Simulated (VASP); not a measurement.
A run of VASP 6.6.1:

POSCAR

```
Te
1.0
   -1.6382907361      1.6382907361      1.6382907361
    1.6382907361     -1.6382907361      1.6382907361
    1.6382907361      1.6382907361     -1.6382907361
Te
1
Direct
    0.0000000000      0.0000000000      0.0000000000
```

File INCAR.step1:

```
SYSTEM = Te
PREC = Accurate ; ENCUT = 520
EDIFF = 1E-6 ; ISMEAR = -1
SIGMA = 0.05 ; LREAL = .FALSE.
LASPH = .TRUE. ; NELM = 100
ALGO = Normal ; ISIF = 2
LWAVE = .FALSE. ; LCHARG = .TRUE.
GGA = PS ; NBANDS = 9
```

The input KPOINTS.step1:

```
regular mesh
0
G
  15 15 15
  0 0 0
```

Contents of INCAR.step2:

```
SYSTEM = Te
PREC = Accurate ; ENCUT = 520
EDIFF = 1E-6 ; ISMEAR = -5
SIGMA = 0.05 ; LREAL = .FALSE.
LASPH = .TRUE. ; NELM = 100
ALGO = Normal ; ISIF = 2
LWAVE = .FALSE. ; LCHARG = .FALSE.
GGA = PS ; LORBIT = 10
NEDOS = 2001 ; ICHARG = 11
```

Contents of KPOINTS.step2:

```
regular mesh
0
G
  23 23 23
  0 0 0
```

Potentials or basis: VASP PAW PBE potentials, release 64 (Te).

The run is started by

```bash
$ cat potpaw_PBE.64/Te/POTCAR > POTCAR
$ cp INCAR.step1 INCAR
$ cp KPOINTS.step1 KPOINTS
$ mpirun -np 1 vasp_std > vasp.out
$ cp INCAR.step2 INCAR
$ cp KPOINTS.step2 KPOINTS
$ mpirun -np 1 vasp_std > vasp.out
```

Hardware: 1 thread of Intel(R) Xeon(R) Platinum 8488C (Sapphire Rapids) (shared host).

**Question.** How long does it take, and how much memory?

**Answer.** Run time: 22 s on 1 thread of Intel(R) Xeon(R) Platinum 8488C (Sapphire Rapids) (shared host), peak memory 0.18 GiB. Counts: k points 364.
